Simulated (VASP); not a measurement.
Nb3C5, 8 atoms in the cell. Symmetry: I4/mmm, No. 139, tetragonal system. The conventional cell has a = 3.240 Å, b = 3.240 Å, c = 15.964 Å, α = 90.00°, β = 90.00°, γ = 90.00°. Within 2.9 Å of Nb (site symmetry 4/mmm) lie 6 C at 2.20 to 2.29 Å. Within 2.9 Å of Nb (site symmetry 4mm) lie 10 C at 2.16 to 2.64 Å. Within 1.8 Å of C (site symmetry 4mm) lie 1 C at 1.37 Å. C (site symmetry 4mm) has 1 C at 1.37 Å within 1.8 Å. Within 3.0 Å of C (site symmetry 4/mmm) lie 6 Nb at 2.26 to 2.29 Å. 

- Program: VASP 6.6.1
- Task: single point
- Functional: PBE
- Potentials or basis: VASP PAW PBE potentials, release 64 (Nb_sv, C)
- Cutoff: 520 eV
- k mesh: 6 × 6 × 6
- Occupations: gaussian, width 0.2 eV
- Spin: no spin polarisation
- Dipole correction: no
- Further INCAR settings: ALGO = Normal; EDIFF = 1e-07; NBANDS = 40

Potentials or basis: VASP PAW PBE potentials, release 64 (Nb_sv, C).

Launch:

```bash
$ cat potpaw_PBE.64/Nb_sv/POTCAR potpaw_PBE.64/C/POTCAR > POTCAR
$ mpirun -np 1 vasp_std > vasp.out
```

Hardware: 1 thread of Intel(R) Xeon(R) Platinum 8488C (Sapphire Rapids), with other jobs on the host.

Problem. Estimate the wall time of this run.

Solution. It took 12 min on 1 thread of Intel(R) Xeon(R) Platinum 8488C (Sapphire Rapids) (shared host), peak memory 0.56 GiB. Counts: scf iterations 17, k points 30.
